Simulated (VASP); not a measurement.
Here is a VASP 6.6.1 calculation.

File INCAR:

```
  PREC = Accurate
  ENCUT = 520
  EDIFF = 1E-7
  ISMEAR = 0
  SIGMA = 0.01
  LREAL = False
  LASPH = True
  NELM = 60
  ALGO = Normal
  ISIF = 2
  LWAVE = False
  LCHARG = False
  GGA = PS
  NBANDS = 16
```

File KPOINTS:

```
Automatic mesh
0
Gamma
  12 12 4
```

POSCAR

```
MgO
1.0
    3.2479043421      0.0000000000      0.0000000000
   -1.6239521661      2.8127676657      0.0000000000
    0.0000000000      0.0000000000      4.8926738817
Mg O
2 2
Direct
    0.3333333333      0.6666666667      0.0021597400
    0.6666666667      0.3333333333      0.5021597400
    0.3333333333      0.6666666667      0.4024402600
    0.6666666667      0.3333333333      0.9024402600
```

Potentials or basis: VASP PAW PBE potentials, release 64 (Mg, O).

The run is started by

```sh
$ cat potpaw_PBE.64/Mg/POTCAR potpaw_PBE.64/O/POTCAR > POTCAR
$ mpirun -np 1 vasp_std > vasp.out
```

(1) What does it give for the pressure?

(2) Estimate the band gap on the k mesh.

(3) Predict the largest force.

Answers

(1) 7.7 GPa.

(2) 3.65 eV, direct.

(3) 0.047 eV/Å.

Caveat: the PAW data sets were made with another functional, which shifts forces and pressure a little.
